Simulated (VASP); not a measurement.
Si3IrRu: single point with PBE

Crystal: Si3IrRu.

```
Si Ru Ir
1.0
     4.59457    0.00000    0.00000
    -2.29728    3.97901    0.00000
     0.00000    0.00000    5.01542
Si Ru Ir
3 1 1
Direct
  0.50000 0.00000 0.14519
  0.00000 0.50000 0.14519
  0.50000 0.50000 0.14519
  0.00000 0.00000 0.40096
  0.00000 0.00000 0.87709
```

```yaml
Program: VASP 6.6.1
Task: single point
Functional: PBE
Potentials_or_basis: VASP PAW PBE potentials, release 64 (Si, Ru_pv, Ir)
Cutoff: 500 eV
k_mesh: 5 × 5 × 4
Occupations: gaussian, width 0.2 eV
Spin: no spin polarisation
```

```yaml
Pressure: 0.1 GPa
Largest_force: 0.022 eV/Å
```

Forces in eV/Å, atoms in the order of the input:
```
Si   0.000  0.000  0.004
Si   0.000  0.000  0.004
Si   0.000  0.000  0.004
Ru   0.000  0.000  0.009
Ir   0.000  0.000 -0.022
```

Stress tensor (GPa, compression positive):
```
-0.01  0.00  0.00
 0.00 -0.01  0.00
 0.00  0.00  0.17
```

Levels at points of the mesh, in eV from the Fermi level:
```
           k point  band 15  band 16  band 17  band 18  band 19  band 20
(0.00, 0.00, 0.00)    -0.82    -0.82     0.08     0.08     0.89     0.89
(0.00, 0.00, 0.50)    -2.41    -2.30     0.75     1.26     1.26     1.94
```

It took 44 s on 1 thread of Intel(R) Xeon(R) 6975P-C (Granite Rapids), with other jobs on the host, peak memory 0.23 GiB.

Caveat: spin-orbit coupling is left out, which moves the levels of the heavy elements.
